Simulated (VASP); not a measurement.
# BiB (P1) in VASP: single point with r2SCAN

Aim: the single point of BiB with r2SCAN.

Program: VASP 6.6.1. These are calculated values, not measurements. Logs are shortened: lines on timing, memory, paths and dates and some standing lists are left out, and cuts for length are marked.

**1. The cell of the first run**

The typed cell holds 16 atoms: a = 7.430 Å, b = 7.430 Å, c = 7.430 Å, α = 60.00°, β = 60.00°, γ = 60.00°.

**2. Single point, r2SCAN**

The input, POSCAR:

```
BiB
1.0
    0.0000000000      5.2536658547      5.2536658547
    5.2536658547      0.0000000000      5.2536658547
    5.2536658547      5.2536658547      0.0000000000
B Bi
8 8
Direct
    0.0103595283     -0.0028817021      0.0047268899
   -0.0129797939      0.0194826818      0.4856752543
   -0.0086458677      0.5177402932      0.0003410000
   -0.0219006125      0.5048513882      0.5241834133
    0.4897633521      0.0014547937      0.0028056600
    0.5148141459     -0.0300817571      0.4971811250
    0.4798717828      0.4957979955      0.0125382927
    0.4887711878      0.4701099324      0.5233223003
    0.2464857941      0.2497676929      0.2529433803
    0.2516480942      0.2484851599      0.7489716912
    0.2529477581      0.7479453602      0.2490443885
    0.2469326249      0.7506428100      0.7475444021
    0.7509206160      0.2528394528      0.2487889478
    0.7501230777      0.2506394652      0.7502464201
    0.7543407041      0.7470785369      0.2535732262
    0.7497020383      0.7538184021      0.7462612028
```

The input, INCAR.step1:

```
SYSTEM = BiB
PREC     = Accurate       ! precision mode
ENCUT    = 520            ! plane-wave cutoff, eV
ISMEAR   = -1             ! smearing method
SIGMA    = 0.069          ! smearing width, eV
LREAL    = Auto         
LASPH    = .TRUE.         ! aspherical terms in the spheres
NELM     = 80             ! most SCF steps
NBANDS   = 86             ! bands
GGA      = PE             ! functional
ALGO     = Normal         ! electronic algorithm
EDIFF    = 1E-4           ! SCF threshold, eV
LWAVE    = .TRUE.         ! write WAVECAR
LCHARG   = .FALSE.        ! write CHGCAR
```

The input, INCAR.step2:

```
SYSTEM = BiB
PREC     = Accurate       ! precision mode
ENCUT    = 520            ! plane-wave cutoff, eV
EDIFF    = 1E-6           ! SCF threshold, eV
ISMEAR   = -1             ! smearing method
SIGMA    = 0.069          ! smearing width, eV
LREAL    = Auto         
LASPH    = .TRUE.         ! aspherical terms in the spheres
NELM     = 80             ! most SCF steps
ALGO     = Normal         ! electronic algorithm
ISIF     = 2              ! what is computed and relaxed
LWAVE    = .FALSE.        ! write WAVECAR
LCHARG   = .FALSE.        ! write CHGCAR
METAGGA  = R2SCAN         ! meta-GGA
LMIXTAU  = .TRUE.       
NBANDS   = 86             ! bands
ISTART   = 1
```

The input, KPOINTS:

```
regular mesh
0
G
  2 2 2
  0 0 0
```

Potentials or basis: VASP PAW PBE potentials, release 64 (B, Bi_d).

Launch:

```
cat potpaw_PBE.64/B/POTCAR potpaw_PBE.64/Bi_d/POTCAR > POTCAR
cp INCAR.step1 INCAR
mpirun -np 1 vasp_std > vasp.out
cp INCAR.step2 INCAR
mpirun -np 1 vasp_std > vasp.out
```

OUTCAR:

```text
SYSTEM = BiB
   PREC = Accurate
   ENCUT = 520
   EDIFF = 1E-6
   ISMEAR = -1
   LREAL = Auto
   LASPH = .TRUE.
   NELM = 80
   ISIF = 2
   METAGGA = R2SCAN
   ISTART = 1

 ion  position               nearest neighbor table
   1  0.010  0.997  0.005-  11 2.56  10 2.59  13 2.63  12 2.65  15 2.66  14 2.70
   2  0.987  0.019  0.486-  13 2.49   9 2.58  14 2.61  16 2.65  11 2.67  12 2.74
   3  0.991  0.518  0.000-  15 2.54  12 2.57  16 2.61  13 2.66   9 2.67  10 2.74
   4  0.978  0.505  0.524-  16 2.48  14 2.54  15 2.60  10 2.62  11 2.73   9 2.77
   5  0.490  0.001  0.003-  11 2.58  10 2.59   9 2.62  16 2.65  14 2.68  15 2.71
   6  0.515  0.970  0.497-  15 2.45  16 2.55  12 2.57   9 2.70  13 2.73  10 2.79
   7  0.480  0.496  0.013-   9 2.52  11 2.57  12 2.62  13 2.67  14 2.67  16 2.77
   8  0.489  0.470  0.523-  10 2.41  14 2.57  13 2.60  12 2.66  11 2.69  15 2.85
   9  0.246  0.250  0.253-   7 2.52   2 2.58   5 2.62   3 2.67   6 2.70   4 2.77  15 3.68  13 3.69
                            14 3.69  12 3.69  10 3.70  11 3.71  11 3.72  10 3.73  12 3.74  14 3.74
  10  0.252  0.248  0.749-   8 2.41   5 2.59   1 2.59   4 2.62   3 2.74   6 2.79  16 3.69   9 3.70
                            12 3.71  11 3.71  13 3.71  14 3.71  14 3.72  13 3.72  11 3.72  12 3.72
  11  0.253  0.748  0.249-   1 2.56   7 2.57   5 2.58   2 2.67   8 2.69   4 2.73  13 3.69  15 3.69
                            12 3.69   9 3.71  10 3.71  16 3.71  16 3.72  10 3.72   9 3.72  12 3.74
  12  0.247  0.751  0.748-   6 2.57   3 2.57   7 2.62   1 2.65   8 2.66   2 2.74  16 3.69  11 3.69
                             9 3.69  14 3.70  10 3.71  15 3.71  15 3.72  10 3.72  14 3.73   9 3.74
  13  0.751  0.253  0.249-   2 2.49   8 2.60   1 2.63   3 2.66   7 2.67   6 2.73   9 3.69  11 3.69
                            16 3.70  15 3.70  10 3.71  14 3.71  14 3.72  10 3.72  15 3.73  16 3.73
  14  0.750  0.251  0.750-   4 2.54   8 2.57   2 2.61   7 2.67   5 2.68   1 2.70  15 3.69   9 3.69
                            12 3.70  16 3.71  10 3.71  13 3.71  13 3.72  10 3.72  16 3.72  12 3.73
  15  0.754  0.747  0.254-   6 2.45   3 2.54   4 2.60   1 2.66   5 2.71   8 2.85  16 3.67   9 3.68
                            14 3.69  11 3.69  13 3.70  12 3.71  12 3.72  13 3.73  11 3.74  14 3.74
  16  0.750  0.754  0.746-   4 2.48   6 2.55   3 2.61   2 2.65   5 2.65   7 2.77  15 3.67  12 3.69
                            10 3.69  13 3.70  14 3.71  11 3.71  11 3.72  14 3.72  13 3.73  10 3.74

  LATTYP: Found a face centered cubic cell.
 ALAT       =    10.5073317094

  Lattice vectors:

 A1 = (   0.0000000000,   5.2536658547,   5.2536658547)
 A2 = (   5.2536658547,   0.0000000000,   5.2536658547)
 A3 = (   5.2536658547,   5.2536658547,   0.0000000000)

Analysis of symmetry for initial positions (statically):
=====================================================================
 Subroutine PRICEL returns:
 Original cell was already a primitive cell.

 Routine SETGRP: Setting up the symmetry group for a
 face centered cubic supercell.

 Subroutine GETGRP returns: Found  1 space group operations
[... 144 lines left out ...]
   EFERMI_NEDOS =   21; number of points for ismear=-14 and -15
   IALGO  =     38    algorithm
   IMIX   =      4    mixing-type and parameters
     AMIX     =   0.40;   BMIX     =  1.00
     AMIX_MAG =   1.60;   BMIX_MAG =  1.00
  volume/ion in A,a.u.               =      18.13       122.32
  Fermi-wavevector in a.u.,A,eV,Ry     =   1.296353  2.449752 22.865007  1.680531
  Thomas-Fermi vector in A             =   2.427815
   LORBIT       =      0    0 simple, 1 ext, 2 COOP (PROOUT), +10 PAW based schemes
   METAGGA = R2SCAN    functional components
   LHFCALC =     F    Hartree Fock is set to
   AEXX    =    0.0000 exact exchange contribution
   IVDW    =     0    specifies the selected vdW correction
   LEPSILON=     F    determine dielectric tensor
   LRPA    =     F    only Hartree local field effects (RPA)
 non-spin polarized calculation
  energy-cutoff  :      520.00
  volume of cell :      290.01
 maximum number of plane-waves:      7848
 NGX is ok and might be reduce to    56
   NGX = 27   NGY = 27   NGZ = 27

 number of electron     144.0000008 magnetization

 Free energy of the ion-electron system (eV)
  ---------------------------------------------------
  ext. energy  EPLUGINS =         0.00000000
  ---------------------------------------------------
  free energy    TOTEN  =      -505.61138110 eV

  energy without entropy =     -505.46711713  energy(sigma->0) =     -505.53924911

 E-fermi :   8.2213     XC(G=0): -11.7501

 val. band max:        8.2121263085   @ k =   0.0000   0.5000   0.5000
 cond. band min:       8.2234684944   @ k =   0.5000   0.0000   0.0000
 fundamental gap:      0.0113421859
 Fermi energy:         8.2212730473

 k-point     1 :       0.0000    0.0000    0.0000
  band No.  band energies     occupation
      1     -15.4602      2.00000
      2     -15.4513      2.00000
      3     -15.4350      2.00000
      4     -15.4214      2.00000
      5     -15.4193      2.00000
      6     -15.4140      2.00000
[... 685 lines left out ...]
     83      11.8176      0.00000
     84      11.9947      0.00000
 [bands above 84 left out]

------------------------ aborting loop because EDIFF is reached ----------------------------------------

  FORCE on cell =-STRESS in cart. coord.  units (eV):
  Direction    XX          YY          ZZ          XY          YZ          ZX
  --------------------------------------------------------------------------------------
  -------------------------------------------------------------------------------------
  Total        4.7278096      5.4869674      4.9530998      0.6852824      0.0387844      0.3819755
  in kB       26.1188000     30.3127702     27.3634168      3.7858450      0.2142643      2.1102248
  external PRESSURE =      27.9316623 kB  Pullay stress =       0.0000000 kB

 VOLUME and BASIS-vectors are now :
 -----------------------------------------------------------------------------
  energy-cutoff  :      520.00
  volume of cell :      290.01
      direct lattice vectors                 reciprocal lattice vectors
     0.000000000  5.253665855  5.253665855    -0.095171641  0.095171641  0.095171641
     5.253665855  0.000000000  5.253665855     0.095171641 -0.095171641  0.095171641
     5.253665855  5.253665855  0.000000000     0.095171641  0.095171641 -0.095171641

 POSITION                                       TOTAL-FORCE (eV/Angst)
 -----------------------------------------------------------------------------------
      5.26336      0.07926      5.29295        -0.020039     -0.123215      0.231596
      2.65393      7.73705      5.28783        -0.132999      0.325310      0.166428
      2.72183      5.21003      7.92828        -0.000821      0.114167      0.063010
      5.40620      7.89249      7.79093        -0.443808      0.022440      0.351364
      0.02238      2.58779      2.58070        -0.185319      0.084261      0.264172
      7.70765      5.31668      7.80029         0.295059     -0.109189      0.215485
[... 8 lines left out ...]
      5.25709      5.29524      7.88796        -0.151696      0.000769     -0.097313
      7.88092      7.85929      7.89899         0.393612     -0.078859     -0.124541
 -----------------------------------------------------------------------------------
    total drift:                                0.001056     -0.005802      0.022134

  FREE ENERGIE OF THE ION-ELECTRON SYSTEM (eV)
  ---------------------------------------------------
  free  energy   TOTEN  =      -505.6113810965 eV

  energy  without entropy=     -505.4671171253  energy(sigma->0) =     -505.53924911
```

OSZICAR.step1:

```text
N       E                     dE             d eps       ncg     rms          rms(c)
DAV:   1     0.186497567600E+04    0.18650E+04   -0.68879E+04  1376   0.205E+03
DAV:   2     0.229838409862E+03   -0.16351E+04   -0.15999E+04  1376   0.606E+02
DAV:   3    -0.450303725862E+02   -0.27487E+03   -0.26054E+03  1552   0.237E+02
DAV:   4    -0.665033670864E+02   -0.21473E+02   -0.20714E+02  1632   0.618E+01
DAV:   5    -0.675572137790E+02   -0.10538E+01   -0.10494E+01  1674   0.128E+01    0.763E+00
DAV:   6    -0.645134261006E+02    0.30438E+01   -0.91006E+00  1664   0.953E+00    0.280E+00
DAV:   7    -0.644481319001E+02    0.65294E-01   -0.20204E+00  1782   0.375E+00    0.129E+00
DAV:   8    -0.644477129244E+02    0.41898E-03   -0.12196E-01  1730   0.154E+00    0.726E-01
DAV:   9    -0.644502332863E+02   -0.25204E-02   -0.27546E-02  1712   0.979E-01    0.150E-01
DAV:  10    -0.644490988394E+02    0.11344E-02   -0.55482E-03  1724   0.404E-01    0.723E-02
DAV:  11    -0.644490599387E+02    0.38901E-04   -0.13934E-03  1688   0.167E-01    0.360E-02
DAV:  12    -0.644490590951E+02    0.84355E-06   -0.85246E-05   856   0.420E-02
   1 F= -.64449059E+02 E0= -.64370738E+02  d E =-.156641E+00
```

Run time: 37 min. Hardware: 1 thread of Oxide Virtual Turin-like, shared host; peak memory 0.49 GiB.

Results:

```
Free energy            : -505.6114 eV
Pressure               : 2.8 GPa
Largest force          : 0.611 eV/Å
Band gap on the k mesh : zero (bands 72 and 73 overlap by 1.54 eV)
```

Forces on the atoms (eV/Å):
```
B   -0.020 -0.123  0.232
B   -0.133  0.325  0.166
B   -0.001  0.114  0.063
B   -0.444  0.022  0.351
B   -0.185  0.084  0.264
B    0.295 -0.109  0.215
B   -0.198  0.047  0.210
B    0.060 -0.064  0.605
Bi  -0.023 -0.104 -0.169
Bi   0.080  0.016 -0.577
Bi   0.194 -0.038 -0.330
Bi  -0.072  0.163 -0.196
Bi  -0.120 -0.170 -0.217
Bi   0.325 -0.086 -0.396
Bi  -0.152  0.001 -0.097
Bi   0.394 -0.079 -0.125
```

Caveat: the k points lie up to 0.52 Å⁻¹ apart, too coarse for converged energies and pressures of a metal; the atoms stand as in a frame of molecular dynamics; the structure was generated, so it needn't be the stable form of BiB; the PAW data sets were made with another functional, which shifts forces and pressure a little; spin-orbit coupling is left out, which moves the levels of the heavy elements.
